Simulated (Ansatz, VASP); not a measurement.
GaN in VASP and in Ansatz

```xyz
4
Lattice="3.1518 0.0000 0.0000 -1.5759 2.7295 0.0000 0.0000 0.0000 5.1384" Properties=species:S:1:pos:R:3 pbc="T T T"
Ga    0.0000    1.8197   -0.0036
Ga    1.5759    0.9098    2.5656
N     0.0000    1.8197    1.9305
N     1.5759    0.9098    4.4997
```

Alike in both runs: functional LDA; k mesh 12 × 12 × 6; occupations gaussian, width 0.02 eV; no spin polarisation.

Ansatz relaxed the structure, and its values are those at the end. VASP's run is a single point on that final structure, the one shown.

|  | VASP | Ansatz |
| --- | --- | --- |
| version | VASP 6.6.1 | Ansatz 0.2.0 |
| potentials or method | VASP PAW LDA potentials, release 64 (Ga_d, N_h), cutoff 910 eV | scalar-relativistic, plane waves, PAW |
| valence electrons in the cell | 36 | 36 |

Ansatz gave:

```
gap on the k mesh at the Fermi level (eV) : 2.13
least direct gap on the mesh (eV)         : 2.13
```

Q: What did VASP give for the same quantities?

A: gap on the k mesh at the Fermi level (eV): 2.15; least direct gap on the mesh (eV): 2.15.

LDA's correlation is that of Perdew and Zunger in VASP and of Perdew and Wang (1992) in Ansatz.

Noted on VASP's run: the cutoff is short for stress, so the pressure is rough.
